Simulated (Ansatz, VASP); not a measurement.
## MgS: VASP beside Ansatz

The input INCAR:

```
  PREC = Accurate
  ENCUT = 520
  EDIFF = 1E-6
  ISMEAR = 0
  SIGMA = 0.01
  LREAL = F
  LASPH = T
  NELM = 100
  ALGO = Normal
  ISIF = 2
  LWAVE = F
  LCHARG = T
  GGA = CA
  LELF = T
  LVHAR = T
  NBANDS = 11
```

Contents of KPOINTS:

```
Automatic mesh
0
Gamma
  8 8 8
```

File POSCAR:

```
MgS
1.0
    0.0000000000      2.5641824518      2.5641824518
    2.5641824518      0.0000000000      2.5641824518
    2.5641824518      2.5641824518      0.0000000000
Mg S
1 1
Direct
   -0.0019499392     -0.0019499392     -0.0019499392
    0.5000000000      0.5000000000      0.5000000000
```

Input for Ansatz:

```yaml
crystal:
  lattice:
    - [0.0, 2.56418245179, 2.56418245179]
    - [2.56418245179, 0.0, 2.56418245179]
    - [2.56418245179, 2.56418245179, 0.0]
  atoms:
    - { symbol: Mg, position: [-0.001949939247, -0.001949939247, -0.001949939247] }
    - { symbol: S, position: [0.5, 0.5, 0.5] }
kpoints:
  mp_grid: { grid: [8, 8, 8] }
scf:
  occupations: { method: fixed }
  convergence: { dr2_threshold: 1.0e-10 }
hamiltonian:
  xc: lda
  pseudopotentials: { kind: all_electron, lapw: { basis_error: 0.0005 } }
output:
  forces: true
  stress: true
  eigenstates:
    kpoints:
      - [0.0, 0.0, 0.0]
      - [0.0, -0.5, -0.5]
      - [-0.5, 0.0, -0.5]
      - [-0.5, -0.5, 0.0]
      - [-0.5, 0.0, 0.0]
      - [0.0, -0.5, 0.0]
      - [0.0, 0.0, -0.5]
      - [-0.5, -0.5, -0.5]
  eigenvalues: true
```

Change from the starting cell: atom 1 moved by [-0.01, -0.01, -0.01] A.

Alike in both runs: task single point; functional LDA; k mesh 8 × 8 × 8; no spin polarisation.

|  | VASP | Ansatz |
| --- | --- | --- |
| version | VASP 6.6.1 | Ansatz 0.2.0 |
| potentials or method | VASP PAW LDA potentials, release 64 (Mg, S), cutoff 520 eV | all-electron LAPW, scalar-relativistic |
| occupations | gaussian, width 0.01 eV | fixed |

VASP gave:

* gap on the k mesh at the Fermi level (eV): 2.65
* pressure (GPa): -0.5
* rms of the force components (eV/Å): 0.032

Task: Estimate Ansatz's values.

Result: gap on the k mesh at the Fermi level (eV): 2.65; pressure (GPa): 0.1; rms of the force components (eV/Å): 0.032.

LDA's correlation is that of Perdew and Zunger in VASP and of Perdew and Wang (1992) in Ansatz. Atom by atom the forces differ by 0.000 eV/Å (rms over components). Ansatz ran all-electron here, and VASP with PAW potentials.
